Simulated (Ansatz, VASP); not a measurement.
**Two plane-wave programs on C**

```
C
1.0
     0.00000    1.79518    1.79518
     1.79518    0.00000    1.79518
     1.79518    1.79518    0.00000
C
2
Cartesian
  2.6928 2.6928 2.6928
  1.7952 1.7952 1.7952
```

Alike in both runs: task single point; functional BHLYP; k mesh 7 × 7 × 7; occupations fermi-dirac, width 0.05 eV; no spin polarisation.

|  | VASP | Ansatz |
| --- | --- | --- |
| version | VASP 6.6.1 | Ansatz 0.2.0 |
| potentials or method | VASP PAW PBE potentials, release 64 (C) | Ansatz PAW |
| plane-wave cutoff (eV) | 520 | 420 |
| valence electrons in the cell | 8 | 8 |

VASP gave:

| Item | Value |
| --- | --- |
| gap on the k mesh at the Fermi level (eV) | 8.51 |
| least direct gap on the mesh (eV) | 10.09 |
| pressure (GPa) | -17.5 |

Q: Which values does Ansatz return?

A: gap on the k mesh at the Fermi level (eV): 8.48; least direct gap on the mesh (eV): 10.04; pressure (GPa): -18.2.

VASP's potentials were made for PBE, not for BHLYP.

The k mesh is coarse, so the values compare programs but aren't converged. Noted on Ansatz's run: odd divisions of the mesh miss points on the zone boundary, where band edges often lie, so the gap on the mesh can be too wide.
